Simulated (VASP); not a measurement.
## Sc: single point with PBE

Sc:

```
CELL_PARAMETERS angstrom
-2.70573 2.70551 1.49016
2.70551 -2.70573 1.49016
2.70573 2.70573 -1.49056
ATOMIC_POSITIONS crystal
Sc 0.00000 0.00000 0.00000
Sc 0.75000 0.25000 0.50000
```

```json
{"Program": "VASP 6.6.1", "Task": "single point", "Functional": "PBE", "Potentials or basis": "VASP PAW PBE potentials, release 64 (Sc_sv)", "Cutoff": "520 eV", "k mesh": "19 × 19 × 13", "Occupations": "fermi-dirac, width 0.1 eV", "Spin": "no spin polarisation"}
```

The pressure is 7.1 GPa and the band gap on the k mesh is zero (bands 11 and 12 overlap by 1.07 eV).

Stress tensor (GPa, compression positive):
```
6.46 0.00 0.00
0.00 6.46 0.00
0.00 0.00 8.39
```

Levels at points of the mesh, in eV from the Fermi level:
| k point | band 7 | band 8 | band 9 | band 10 | band 11 | band 12 | band 13 | band 14 | band 15 | band 16 |
| --- | --- | --- | --- | --- | --- | --- | --- | --- | --- | --- |
| (0.00, 0.00, 0.00) | -27.61 | -27.60 | -5.23 | -1.96 | -0.15 | 0.07 | 0.84 | 3.05 | 3.05 | 3.08 |

Run time: 13 min on 1 thread of AMD EPYC 9R45 96-Core Processor (Zen 5), with other jobs on the host, peak memory 0.79 GiB.

Caveat: the cell stands under pressure.
